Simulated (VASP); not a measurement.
The system is BN.

```xyz
2
Lattice="2.3148 0.0000 0.0000 0.0000 2.3148 0.0000 0.0000 0.0000 2.3148" Properties=species:S:1:pos:R:3 pbc="T T T"
B     0.0000    0.0000    0.0000
N     1.1574    1.1574    1.1574
```

Base run:

* Program: VASP 6.6.1
* Functional: r2SCAN
* Dispersion: D3(BJ)
* Potentials or basis: VASP PAW PBE potentials, release 64 (B, N)
* Cutoff: 520 eV
* k mesh: 8 × 8 × 8
* Occupations: fermi-dirac, width 0.02 eV
* Spin: no spin polarisation

Its results: band gap on the k mesh zero (band 4 reaches 10.08 eV, above the bottom of band 5 at 7.17 eV); pressure -3.3 GPa.

**Question.** The run is repeated on the same cell with these changes: dispersion from D3(BJ) to none; occupations from fermi-dirac, width 0.02 eV to fermi-dirac, width 0.05 eV. What comes out?

**Answer.** Band gap on the k mesh zero (band 4 reaches 10.08 eV, above the bottom of band 5 at 7.17 eV); pressure -0.9 GPa.

Caveats: the PAW data sets were made with another functional, which shifts forces and pressure a little; pairwise dispersion overbinds metals, which lowers pressure and volume (some runs).
